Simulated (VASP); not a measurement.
# Si2Ag2Pt (I4/mmm) in VASP: single point with PBE

Aim: the single point of Si2Ag2Pt with PBE.

Everything below comes from runs of VASP 6.6.1. Logs are shortened: lines on timing, memory, paths and dates and some standing lists are left out, and cuts for length are marked.

## 1. The cell of the first run

Symmetry: I4/mmm, No. 139, tetragonal system. The conventional cell has a = 3.969 Å, b = 3.969 Å, c = 10.304 Å, α = 90.00°, β = 90.00°, γ = 90.00°. Pt (site symmetry 4/mmm) has 10 Si at 3.00 to 4.08 Å and 8 Ag at 3.25 Å and 4 Pt at 3.97 Å within 4.1 Å. Si (site symmetry 4mm) has 1 Si at 2.14 Å and 4 Ag at 2.49 Å within 2.8 Å. Within 3.3 Å of Ag (site symmetry -4m2) lie 4 Si at 2.49 Å and 4 Ag at 2.81 Å and 4 Pt at 3.25 Å.

## 2. Single point, PBE

INCAR

```
PREC     = Accurate       # precision mode
ENCUT    = 520            # plane-wave cutoff, eV
EDIFF    = 1E-7           # SCF threshold, eV
ISMEAR   = -1             # smearing method
SIGMA    = 0.141          # smearing width, eV
LREAL    = F              # projectors in reciprocal space
LASPH    = T              # aspherical terms in the spheres
NELM     = 100            # most SCF steps
ALGO     = Normal         # electronic algorithm
ISIF     = 2              # what is computed and relaxed
LWAVE    = F              # write WAVECAR
LCHARG   = F              # write CHGCAR
GGA      = PE             # functional
NBANDS   = 28             # bands
```

KPOINTS

```
Automatic mesh
0
Gamma
  9 9 9
```

POSCAR

```
Si2Ag2Pt
1.0
    0.0000000000      3.9688150000      0.0000000000
    3.9688150000      0.0000000000      0.0000000000
    1.9844080000      1.9844080000     -5.1521180000
Pt Si Ag
1 2 2
Direct
    0.0000000000      0.0000000000      0.0000000000
    0.3963000000      0.3963000000      0.2074000000
    0.6037000000      0.6037000000      0.7926000000
    0.7500000000      0.2500000000      0.5000000000
    0.2500000000      0.7500000000      0.5000000000
```

Potentials or basis: VASP PAW PBE potentials, release 64 (Pt, Si, Ag).

Launch:

```bash
$ cat potpaw_PBE.64/Pt/POTCAR potpaw_PBE.64/Si/POTCAR potpaw_PBE.64/Ag/POTCAR > POTCAR
$ mpirun -np 1 vasp_std > vasp.out
```

OUTCAR:

```text
PREC = Accurate
   ENCUT = 520
   EDIFF = 1E-7
   ISMEAR = -1
   LREAL = F
   LASPH = T
   NELM = 100
   ISIF = 2
   GGA = PE

 ion  position               nearest neighbor table
   1  0.000  0.000  0.000-   3 3.00   2 3.00   3 3.00   2 3.00   2 3.00   3 3.00   3 3.00   2 3.00
                             4 3.25   5 3.25   5 3.25   4 3.25   5 3.25   4 3.25   5 3.25   4 3.25
   2  0.396  0.396  0.207-   3 2.14   5 2.49   4 2.49   4 2.49   5 2.49   1 3.00   1 3.00   1 3.00
                             1 3.00
   3  0.604  0.604  0.793-   2 2.14   4 2.49   5 2.49   4 2.49   5 2.49   1 3.00   1 3.00   1 3.00
                             1 3.00
   4  0.750  0.250  0.500-   2 2.49   3 2.49   3 2.49   2 2.49   5 2.81   5 2.81   5 2.81   5 2.81
                             1 3.25   1 3.25   1 3.25   1 3.25
   5  0.250  0.750  0.500-   2 2.49   3 2.49   3 2.49   2 2.49   4 2.81   4 2.81   4 2.81   4 2.81
                             1 3.25   1 3.25   1 3.25   1 3.25

  LATTYP: Found a body centered tetragonal cell.
 ALAT       =     3.9688150000
 C/A-ratio  =     2.5963004070

  Lattice vectors:

 A1 = (  -1.9844080000,   1.9844070000,   5.1521180000)
 A2 = (   1.9844070000,  -1.9844080000,   5.1521180000)
 A3 = (   1.9844080000,   1.9844080000,  -5.1521180000)

Analysis of symmetry for initial positions (statically):
=====================================================================
 Subroutine PRICEL returns:
 Original cell was already a primitive cell.

 Routine SETGRP: Setting up the symmetry group for a
 body centered tetragonal supercell.

 Subroutine GETGRP returns: Found 16 space group operations
 (whereof 16 operations were pure point group operations)
 out of a pool of 16 trial point group operations.

The static configuration has the point symmetry D_4h.

Analysis of symmetry for dynamics (positions and initial velocities):
=====================================================================
 Subroutine PRICEL returns:
 Original cell was already a primitive cell.

 Routine SETGRP: Setting up the symmetry group for a
 body centered tetragonal supercell.

 Subroutine GETGRP returns: Found 16 space group operations
 (whereof 16 operations were pure point group operations)
 out of a pool of 16 trial point group operations.

The dynamic configuration has the point symmetry D_4h.

 Subroutine INISYM returns: Found 16 space group operations
 (whereof 16 operations are pure point group operations),
 and found     1 'primitive' translations

----------------------------------------------------------------------------------------

                                     Primitive cell

  volume of cell :      81.1535

  direct lattice vectors                    reciprocal lattice vectors
     0.000000000  3.968815000  0.000000000     0.000000000  0.251964377  0.097047491
     3.968815000  0.000000000  0.000000000     0.251964377  0.000000000  0.097047491
     1.984408000  1.984408000 -5.152118000     0.000000000  0.000000000 -0.194094933

  length of vectors
     3.968815000  3.968815000  5.866862032     0.270007894  0.270007894  0.194094933

  position of ions in fractional coordinates (direct lattice)
     0.000000000  0.000000000  0.000000000
     0.396300000  0.396300000  0.207400000
     0.603700000  0.603700000  0.792600000
     0.750000000  0.250000000  0.500000000
     0.250000000  0.750000000  0.500000000

  ion indices of the primitive-cell ions
   primitive index   ion index
                 1           1
                 2           2
                 3           3
                 4           4
                 5           5

----------------------------------------------------------------------------------------

 KPOINTS: Automatic mesh

Automatic generation of k-mesh.
 Grid dimensions read from file:
 generate k-points for:    9    9    9

 Generating k-lattice:

  Cartesian coordinates                     Fractional coordinates (reciprocal lattice)
     0.000000000  0.027996042  0.010783055     0.111111111  0.000000000  0.000000000
     0.027996042  0.000000000  0.010783055     0.000000000  0.111111111  0.000000000
     0.000000000  0.000000000 -0.021566104     0.000000000  0.000000000  0.111111111

  Length of vectors
     0.030000877  0.030000877  0.021566104

  Shift w.r.t. Gamma in fractional coordinates (k-lattice)
     0.000000000  0.000000000  0.000000000

 Subroutine IBZKPT returns following result:
 ===========================================

 Found     75 irreducible k-points:

 Following reciprocal coordinates:
            Coordinates               Weight
  0.000000  0.000000  0.000000      1.000000
  0.111111  0.000000 -0.000000      8.000000
  0.222222  0.000000 -0.000000      8.000000
  0.333333  0.000000 -0.000000      8.000000
  0.444444  0.000000 -0.000000      8.000000
  0.111111  0.111111 -0.000000      8.000000
[... 16 lines left out ...]
 -0.333333  0.333333  0.000000      4.000000
  0.444444  0.444444 -0.000000      8.000000
 [... further k-points ...]
   k-points           NKPTS =     75   k-points in BZ     NKDIM =     75   number of bands    NBANDS=     28
   number of dos      NEDOS =    301   number of ions     NIONS =      5
   total plane-waves  NPLWV =  43200
   dimension x,y,z NGX =    30 NGY =   30 NGZ =   48
   dimension x,y,z NGXF=    60 NGYF=   60 NGZF=   96
   ions per type =               1   2   2
   NGX,Y,Z   is equivalent  to a cutoff of  12.57, 12.57, 13.60 a.u.
   NGXF,Y,Z  is equivalent  to a cutoff of  25.13, 25.13, 27.20 a.u.
 SYSTEM =  unknown system
   PREC   = accura    normal or accurate (medium, high low for compatibility)
   ISTART =      0    job   : 0-new  1-cont  2-samecut
   ICHARG =      2    charge: 1-file 2-atom 10-const
   ISPIN  =      1    spin polarized calculation?
   LNONCOLLINEAR =      F non collinear calculations
   LSORBIT =      F    spin-orbit coupling
   LASPH  =      T    aspherical Exc in radial PAW
   ENCUT  =  520.0 eV  38.22 Ry    6.18 a.u.   7.38  7.38 10.91*2*pi/ulx,y,z
   NELM   =    100;   NELMIN=  2; NELMDL= -5     # of ELM steps
   EDIFF  = 0.1E-06   stopping-criterion for ELM
   LREAL  =      F    real-space projection
   EDIFFG = 0.1E-05   stopping-criterion for IOM
   NSW    =      0    number of steps for IOM
   IBRION =     -1    ionic relax: 0-MD 1-quasi-New 2-CG
   NFREE  =      0    steps in history (QN), initial steepest desc. (CG)
   ISIF   =      2    stress and relaxation
   ISYM   =      2    0-nonsym 1-usesym 2-fastsym
   POTIM  = 0.5000    time-step for ionic-motion
   TEBEG  =    0.0;   TEEND  =   0.0 temperature during run
   PSTRESS=    0.0 pullay stress
   NELECT =      40.0000    total number of electrons
   NUPDOWN=      -1.0000    fix difference up-down
   EMIN   =  10.00;   EMAX   =-10.00  energy-range for DOS
   EFERMI =   0.00;   METHOD = LEGACY
   ISMEAR =    -1;   SIGMA  =   0.14  broadening in eV -4-tet -1-fermi 0-gaus
   EFERMI_NEDOS =   21; number of points for ismear=-14 and -15
   IALGO  =     38    algorithm
   IMIX   =      4    mixing-type and parameters
     AMIX     =   0.40;   BMIX     =  1.00
     AMIX_MAG =   1.60;   BMIX_MAG =  1.00
  volume/ion in A,a.u.               =      16.23       109.53
  Fermi-wavevector in a.u.,A,eV,Ry     =   1.293180  2.443756 22.753221  1.672315
  Thomas-Fermi vector in A             =   2.424842
   LORBIT       =      0    0 simple, 1 ext, 2 COOP (PROOUT), +10 PAW based schemes
   GGA     = PE    functional components
   LHFCALC =     F    Hartree Fock is set to
   AEXX    =    0.0000 exact exchange contribution
   IVDW    =     0    specifies the selected vdW correction
   LEPSILON=     F    determine dielectric tensor
   LRPA    =     F    only Hartree local field effects (RPA)
 non-spin polarized calculation
  energy-cutoff  :      520.00
  volume of cell :       81.15
 maximum number of plane-waves:      2228
 NGX is ok and might be reduce to    30
   NGX = 15   NGY = 15   NGZ = 21

 number of electron      40.0000012 magnetization

 Free energy of the ion-electron system (eV)
  ---------------------------------------------------
  ext. energy  EPLUGINS =         0.00000000
  ---------------------------------------------------
  free energy    TOTEN  =       -20.36715835 eV

  energy without entropy =      -20.23423203  energy(sigma->0) =      -20.30069519

 E-fermi :   9.3237     XC(G=0): -11.8215

 val. band max:        9.3198993550   @ k =  -0.4444   0.3333   0.0000
 cond. band min:       9.3607161469   @ k =  -0.1111  -0.4444   0.1111
 fundamental gap:      0.0408167919
 Fermi energy:         9.3236608548

 k-point     1 :       0.0000    0.0000    0.0000
  band No.  band energies     occupation
      1      -2.4257      2.00000
      2       0.4085      2.00000
      3       1.4861      2.00000
      4       1.9377      2.00000
      5       2.3254      2.00000
      6       2.3254      2.00000
[... 20 lines left out ...]
     27      17.1869      0.00000
     28      17.8741      0.00000

 k-point     2 :       0.1111    0.0000   -0.0000
  band No.  band energies     occupation
      1      -2.3099      2.00000
      2       0.4274      2.00000
      3       1.5869      2.00000
      4       1.9858      2.00000
      5       2.2894      2.00000
      6       2.3741      2.00000
[... 20 lines left out ...]
     27      16.4150      0.00000
     28      17.1887      0.00000

 k-point     3 :       0.2222    0.0000   -0.0000
  band No.  band energies     occupation
      1      -1.9846      2.00000
      2       0.4701      2.00000
      3       1.8617      2.00000
      4       2.1295      2.00000
      5       2.2186      2.00000
      6       2.5185      2.00000
[... 616 lines left out ...]
      3       1.7185      2.00000
      4       2.3276      2.00000
      5       2.6555      2.00000
      6       2.9014      2.00000
[... 20 lines left out ...]
     27      17.0910      0.00000
     28      17.3118      0.00000

 k-point    24 :       0.4444    0.4444   -0.0000
  band No.  band energies     occupation
      1      -0.8596      2.00000
      2       0.8184      2.00000
      3       2.0102      2.00000
      4       2.0542      2.00000
      5       2.8331      2.00000
      6       3.1130      2.00000
[... 20 lines left out ...]
     27      16.0145      0.00000
     28      17.8625      0.00000

 [... further k-points ...]

------------------------ aborting loop because EDIFF is reached ----------------------------------------

  FORCE on cell =-STRESS in cart. coord.  units (eV):
  Direction    XX          YY          ZZ          XY          YZ          ZX
  --------------------------------------------------------------------------------------
  -------------------------------------------------------------------------------------
  Total        3.0149516      3.0149516      6.5979839      0.0000000     -0.0000006     -0.0000006
  in kB       59.5228081     59.5228081    130.2609738      0.0000000     -0.0000126     -0.0000126
  external PRESSURE =      83.1021967 kB  Pullay stress =       0.0000000 kB

 VOLUME and BASIS-vectors are now :
 -----------------------------------------------------------------------------
  energy-cutoff  :      520.00
  volume of cell :       81.15
      direct lattice vectors                 reciprocal lattice vectors
     0.000000000  3.968815000  0.000000000     0.000000000  0.251964377  0.097047491
     3.968815000  0.000000000  0.000000000     0.251964377  0.000000000  0.097047491
     1.984408000  1.984408000 -5.152118000     0.000000000  0.000000000 -0.194094933

 POSITION                                       TOTAL-FORCE (eV/Angst)
 -----------------------------------------------------------------------------------
      0.00000      0.00000      0.00000        -0.000000      0.000000     -0.000000
      1.98441      1.98441     -1.06855        -0.000000     -0.000000      0.631643
      3.96882      3.96882     -4.08357         0.000000      0.000000     -0.631643
      1.98441      3.96882     -2.57606         0.000000      0.000000     -0.000000
      3.96882      1.98441     -2.57606        -0.000000     -0.000000     -0.000000
 -----------------------------------------------------------------------------------
    total drift:                                0.000000     -0.000000     -0.000000

  FREE ENERGIE OF THE ION-ELECTRON SYSTEM (eV)
  ---------------------------------------------------
  free  energy   TOTEN  =       -20.3671583511 eV

  energy  without entropy=      -20.2342320326  energy(sigma->0) =      -20.30069519
```

Wall time 2.1 min (1 thread of AMD EPYC 7R13 (Zen 3), shared host); peak memory 0.28 GiB.

What came out:

```
Free energy            : -20.3672 eV
Pressure               : 8.3 GPa
Largest force          : 0.632 eV/Å
Band gap on the k mesh : zero (bands 20 and 21 overlap by 1.25 eV)
```

Forces in eV/Å, atoms in the order of the input:
```
Pt   0.000  0.000  0.000
Si   0.000  0.000  0.632
Si   0.000  0.000 -0.632
Ag   0.000  0.000  0.000
Ag   0.000  0.000  0.000
```

Caveat: the cell stands under pressure; spin-orbit coupling is left out, which moves the levels of the heavy elements.
